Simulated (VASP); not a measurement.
# ZrB2 (P6/mmm) in VASP: notebook

Runs on ZrB2. Level: PBEsol. Tasks: single point.

All numbers are computed with VASP 6.6.1; they aren't measurements. Logs are shortened: lines on timing, memory, paths and dates and some standing lists are left out, and cuts for length are marked.

## (1) The cell of the first run

It takes space group P6/mmm (No. 191, hexagonal). Conventional cell: a = 3.250 Å, b = 3.250 Å, c = 3.507 Å, α = 90.00°, β = 90.00°, γ = 120.00°. Zr (site symmetry 6/mmm) has 12 B at 2.57 Å and 8 Zr at 3.25 to 3.51 Å within 3.6 Å. Within 2.6 Å of B (site symmetry -6m2) lie 3 B at 1.88 Å and 6 Zr at 2.57 Å.

## (2) Single point, PBEsol

INCAR reads:

```
ALGO = Normal
EDIFF = 1E-6
ENCUT = 520
GGA = PS
ISIF = 2
ISMEAR = 0
LASPH = True
LCHARG = True
LELF = True
LREAL = False
LVHAR = True
LWAVE = False
NBANDS = 16
NELM = 80
PREC = Accurate
SIGMA = 0.15
```

KPOINTS reads:

```
k-points
0
Gamma
  15 15 12
```

POSCAR reads:

```
ZrB2
1.0
    3.2495000000      0.0000000000      0.0000000000
   -1.6247500000      2.8141495496      0.0000000000
    0.0000000000      0.0000000000      3.5067416443
Zr B
1 2
Direct
    0.0000000000      0.0000000000      0.0000000000
    0.3333333333      0.6666666667      0.5000000000
    0.6666666667      0.3333333333      0.5000000000
```

Potentials or basis: VASP PAW PBE potentials, release 64 (Zr_sv, B).

The run is started by

```
$ cat potpaw_PBE.64/Zr_sv/POTCAR potpaw_PBE.64/B/POTCAR > POTCAR
$ mpirun -np 1 vasp_std > vasp.out
```

OUTCAR:

```text
EDIFF = 1E-6
   ENCUT = 520
   GGA = PS
   ISIF = 2
   ISMEAR = 0
   LASPH = True
   LREAL = False
   NELM = 80
   PREC = Accurate

 ion  position               nearest neighbor table
   1  0.000  0.000  0.000-   2 2.57   3 2.57   2 2.57   3 2.57   3 2.57   3 2.57   2 2.57   2 2.57
                             3 2.57   3 2.57   2 2.57   2 2.57
   2  0.333  0.667  0.500-   3 1.88   3 1.88   3 1.88   1 2.57   1 2.57   1 2.57   1 2.57   1 2.57
                             1 2.57
   3  0.667  0.333  0.500-   2 1.88   2 1.88   2 1.88   1 2.57   1 2.57   1 2.57   1 2.57   1 2.57
                             1 2.57

  LATTYP: Found a hexagonal cell.
 ALAT       =     3.2495000000
 C/A-ratio  =     1.0791634542

  Lattice vectors:

 A1 = (   3.2495000000,   0.0000000000,   0.0000000000)
 A2 = (  -1.6247500000,   2.8141495496,   0.0000000000)
 A3 = (   0.0000000000,   0.0000000000,   3.5067416443)

Analysis of symmetry for initial positions (statically):
=====================================================================
 Subroutine PRICEL returns:
 Original cell was already a primitive cell.

 Routine SETGRP: Setting up the symmetry group for a
 hexagonal supercell.

 Subroutine GETGRP returns: Found 24 space group operations
 (whereof 24 operations were pure point group operations)
 out of a pool of 24 trial point group operations.

The static configuration has the point symmetry D_6h.

Analysis of symmetry for dynamics (positions and initial velocities):
=====================================================================
 Subroutine PRICEL returns:
 Original cell was already a primitive cell.

 Routine SETGRP: Setting up the symmetry group for a
 hexagonal supercell.

 Subroutine GETGRP returns: Found 24 space group operations
 (whereof 24 operations were pure point group operations)
 out of a pool of 24 trial point group operations.

The dynamic configuration has the point symmetry D_6h.

 Subroutine INISYM returns: Found 24 space group operations
 (whereof 24 operations are pure point group operations),
 and found     1 'primitive' translations

----------------------------------------------------------------------------------------

                                     Primitive cell

  volume of cell :      32.0677
[... 88 lines left out ...]
   LASPH  =      T    aspherical Exc in radial PAW
   ENCUT  =  520.0 eV  38.22 Ry    6.18 a.u.   6.04  6.04  6.52*2*pi/ulx,y,z
   NELM   =     80;   NELMIN=  2; NELMDL= -5     # of ELM steps
   EDIFF  = 0.1E-05   stopping-criterion for ELM
   LREAL  =      F    real-space projection
   EDIFFG = 0.1E-04   stopping-criterion for IOM
   NSW    =      0    number of steps for IOM
   IBRION =     -1    ionic relax: 0-MD 1-quasi-New 2-CG
   NFREE  =      0    steps in history (QN), initial steepest desc. (CG)
   ISIF   =      2    stress and relaxation
   ISYM   =      2    0-nonsym 1-usesym 2-fastsym
   POTIM  = 0.5000    time-step for ionic-motion
   TEBEG  =    0.0;   TEEND  =   0.0 temperature during run
   PSTRESS=    0.0 pullay stress
   NELECT =      18.0000    total number of electrons
   NUPDOWN=      -1.0000    fix difference up-down
   EMIN   =  10.00;   EMAX   =-10.00  energy-range for DOS
   EFERMI =   0.00;   METHOD = LEGACY
   ISMEAR =     0;   SIGMA  =   0.15  broadening in eV -4-tet -1-fermi 0-gaus
   EFERMI_NEDOS =   21; number of points for ismear=-14 and -15
   IALGO  =     38    algorithm
   IMIX   =      4    mixing-type and parameters
     AMIX     =   0.40;   BMIX     =  1.00
     AMIX_MAG =   1.60;   BMIX_MAG =  1.00
  volume/ion in A,a.u.               =      10.69        72.13
  Fermi-wavevector in a.u.,A,eV,Ry     =   1.350444  2.551969 24.812923  1.823698
  Thomas-Fermi vector in A             =   2.477948
   LORBIT       =      0    0 simple, 1 ext, 2 COOP (PROOUT), +10 PAW based schemes
   GGA     = PS    functional components
   LHFCALC =     F    Hartree Fock is set to
   AEXX    =    0.0000 exact exchange contribution
   IVDW    =     0    specifies the selected vdW correction
   LEPSILON=     F    determine dielectric tensor
   LRPA    =     F    only Hartree local field effects (RPA)
 non-spin polarized calculation
 Gauss-broadening in eV      SIGMA  =   0.15
  energy-cutoff  :      520.00
  volume of cell :       32.07
 maximum number of plane-waves:       885
   NGX = 13   NGY = 13   NGZ = 13

 number of electron      18.0000000 magnetization

 Free energy of the ion-electron system (eV)
  ---------------------------------------------------
  ext. energy  EPLUGINS =         0.00000000
  ---------------------------------------------------
  free energy    TOTEN  =       -26.30614139 eV

  energy without entropy =      -26.30295595  energy(sigma->0) =      -26.30454867

 E-fermi :   9.9839     XC(G=0): -12.3469

 val. band max:        9.9775030085   @ k =   0.0667   0.0000   0.2500
 cond. band min:       9.9840845489   @ k =   0.0000   0.0000   0.5000
 fundamental gap:      0.0065815404
 Fermi energy:         9.9839395131

 k-point     1 :       0.0000    0.0000    0.0000
  band No.  band energies     occupation
      1     -38.6227      2.00000
      2     -16.8018      2.00000
      3     -16.3620      2.00000
      4     -16.3620      2.00000
      5      -2.4879      2.00000
      6       7.2221      2.00000
[... 433 lines left out ...]
      3     -16.7098      2.00000
      4     -16.6550      2.00000
      5       1.7612      2.00000
      6       1.7859      2.00000
[... 8 lines left out ...]
     15      18.9566      0.00000
     16      19.0880      0.00000

 [... further k-points ...]

------------------------ aborting loop because EDIFF is reached ----------------------------------------

  FORCE on cell =-STRESS in cart. coord.  units (eV):
  Direction    XX          YY          ZZ          XY          YZ          ZX
  --------------------------------------------------------------------------------------
  -------------------------------------------------------------------------------------
  Total       -3.3406123     -3.3406123     -1.2921847      0.0000000      0.0000000     -0.0000000
  in kB     -166.9049307   -166.9049307    -64.5606181      0.0000000      0.0000000     -0.0000000
  external PRESSURE =    -132.7901598 kB  Pullay stress =       0.0000000 kB

 VOLUME and BASIS-vectors are now :
 -----------------------------------------------------------------------------
  energy-cutoff  :      520.00
  volume of cell :       32.07
      direct lattice vectors                 reciprocal lattice vectors
     3.249500000  0.000000000  0.000000000     0.307739652  0.177673571  0.000000000
    -1.624750000  2.814149550  0.000000000     0.000000000  0.355347142  0.000000000
     0.000000000  0.000000000  3.506741644     0.000000000  0.000000000  0.285165005

 POSITION                                       TOTAL-FORCE (eV/Angst)
 -----------------------------------------------------------------------------------
      0.00000      0.00000      0.00000         0.000000      0.000000      0.000000
     -0.00000      1.87610      1.75337         0.000000     -0.000000      0.000000
      1.62475      0.93805      1.75337        -0.000000      0.000000     -0.000000
 -----------------------------------------------------------------------------------
    total drift:                               -0.000000      0.000000      0.000000

  FREE ENERGIE OF THE ION-ELECTRON SYSTEM (eV)
  ---------------------------------------------------
  free  energy   TOTEN  =       -26.3061413945 eV

  energy  without entropy=      -26.3029559548  energy(sigma->0) =      -26.30454867
```

stdout:

```text
POSCAR found type information on POSCAR ZrB
 POSCAR found :  2 types and       3 ions
 scaLAPACK will be used
 -----------------------------------------------------------------------------
|                                                                             |
|                                                                             |
|     You enforced a specific xc type in the INCAR file but a different       |
|     I HOPE YOU KNOW WHAT YOU ARE DOING!                                     |
|                                                                             |
 -----------------------------------------------------------------------------

 LDA part: xc-table for (Slater+PW92), standard interpolation
 POSCAR, INCAR and KPOINTS ok, starting setup
 FFT: planning ... GRIDC
 FFT: planning ... GRID_SOFT
 FFT: planning ... GRID
 WAVECAR not read
 entering main loop
```

Wall time 69 s (1 thread of AMD EPYC 7R13 (Zen 3), shared host); peak memory 0.19 GiB.

What came out:

```yaml
Free_energy: -26.3061 eV
Pressure: -13.3 GPa
Band_gap_on_the_k_mesh: zero (bands 9 and 10 overlap by 0.67 eV)
```

Caveat: the cell stands under tension; the PAW data sets were made with another functional, which shifts forces and pressure a little.

## (3) Single point, PBEsol

This run uses another cell than the first one, of 10.79 Å³/atom.

INCAR reads:

```
SYSTEM = ZrB2
  ALGO = Normal
  EDIFF = 1E-6
  ENCUT = 520
  GGA = PS
  ISIF = 2
  ISMEAR = 0
  LASPH = .TRUE.
  LCHARG = .TRUE.
  LELF = .TRUE.
  LREAL = .FALSE.
  LVHAR = .TRUE.
  LWAVE = .FALSE.
  NBANDS = 16
  NELM = 80
  PREC = Accurate
  SIGMA = 0.15
```

KPOINTS reads:

```
k-points
0
G
  15 15 12
  0 0 0
```

POSCAR reads:

```
ZrB2
1.0
    3.1864000000      0.0000000000      0.0000000000
   -1.5932000000      2.7595033466      0.0000000000
    0.0000000000      0.0000000000      3.6821000000
Zr B
1 2
Direct
    0.0000000000      0.0000000000      0.0000000000
    0.3333333333      0.6666666667      0.5000000000
    0.6666666667      0.3333333333      0.5000000000
```

Potentials or basis: VASP PAW PBE potentials, release 64 (Zr_sv, B).

The run is started by

```
$ cat potpaw_PBE.64/Zr_sv/POTCAR potpaw_PBE.64/B/POTCAR > POTCAR
$ mpirun -np 1 vasp_std > vasp.out
```

It took 67 s on 1 thread of AMD EPYC 7R13 (Zen 3), shared host; peak memory 0.19 GiB.

It converged, with:

- Free energy: -26.2786 eV
- Pressure: -14.1 GPa
- Band gap on the k mesh: zero (bands 9 and 10 overlap by 0.96 eV)

Stress tensor (GPa, compression positive):
```
-10.57   0.00   0.00
  0.00 -10.57   0.00
  0.00   0.00 -21.09
```

Levels at points of the mesh, in eV from the Fermi level:
```tsv
k point	band 5	band 6	band 7	band 8	band 9	band 10	band 11	band 12	band 13	band 14
(0.00, 0.00, 0.00)	-12.45	-2.59	-2.57	-2.24	-2.24	3.23	3.23	3.71	3.71	5.12
(0.00, 0.00, 0.50)	-10.71	-6.82	-0.73	-0.73	0.65	0.65	0.77	0.77	1.19	5.33
```

Caveat: the cell stands under tension; the PAW data sets were made with another functional, which shifts forces and pressure a little.

## (4) Single point, PBEsol

This run uses another cell than the first one, of 10.83 Å³/atom.

INCAR reads:

```
SYSTEM = ZrB2
ALGO = Normal
EDIFF = 1E-6
ENCUT = 520
GGA = PS
ISIF = 2
ISMEAR = 0
LASPH = .TRUE.
LCHARG = .TRUE.
LELF = .TRUE.
LREAL = .FALSE.
LVHAR = .TRUE.
LWAVE = .FALSE.
NBANDS = 16
NELM = 80
PREC = Accurate
SIGMA = 0.15
```

KPOINTS is that of step 3.

POSCAR reads:

```
ZrB2
1.0
    3.2179000000      0.0000000000      0.0000000000
   -1.6089500000      2.7867831468      0.0000000000
    0.0000000000      0.0000000000      3.6236000000
Zr B
1 2
Direct
    0.0000000000      0.0000000000      0.0000000000
    0.3333333333      0.6666666667      0.5000000000
    0.6666666667      0.3333333333      0.5000000000
```

The run is started by

```
$ cat potpaw_PBE.64/Zr_sv/POTCAR potpaw_PBE.64/B/POTCAR > POTCAR
$ mpirun -np 1 vasp_std > vasp.out
```

It took 66 s on 1 thread of AMD EPYC 7R13 (Zen 3), shared host; peak memory 0.19 GiB.

Results (log left out):

```
Free energy            : -26.2903 eV
Pressure               : -15.3 GPa
Band gap on the k mesh : zero (bands 9 and 10 overlap by 0.94 eV)
```

Stress tensor (GPa, compression positive):
```
-14.47   0.00   0.00
  0.00 -14.47   0.00
  0.00   0.00 -16.91
```

Levels at points of the mesh, in eV from the Fermi level:
```tsv
k point	band 6	band 7	band 8	band 9	band 10	band 11	band 12	band 13
(0.00, 0.00, 0.00)	-2.51	-2.42	-2.42	-2.40	3.17	3.17	3.87	3.87
(0.00, 0.00, 0.50)	-6.80	-0.85	-0.85	0.40	0.40	0.74	0.74	1.55
```

Caveat: the cell stands under tension; the PAW data sets were made with another functional, which shifts forces and pressure a little.

## (5) Summary

| cell | gap on the mesh (eV) | pressure (GPa) |
| --- | --- | --- |
| a = 3.249, b = 3.250, c = 3.507 Å, angles 90.0, 90.0, 120.0°, 3 atoms | none | -13.3 |
| a = 3.186, b = 3.186, c = 3.682 Å, angles 90.0, 90.0, 120.0°, 3 atoms | none | -14.1 |
| a = 3.218, b = 3.218, c = 3.624 Å, angles 90.0, 90.0, 120.0°, 3 atoms | none | -15.3 |

Alike in all rows: task single point; level PBEsol; potentials or basis VASP PAW PBE potentials, release 64 (Zr_sv, B); no spin polarisation; k mesh 15 × 15 × 12; cutoff (eV) 520; smearing gaussian 0.15 eV.

Caveats: the cell stands under tension; the PAW data sets were made with another functional, which shifts forces and pressure a little.

Absolute energies hang on the potentials; compare differences alone.
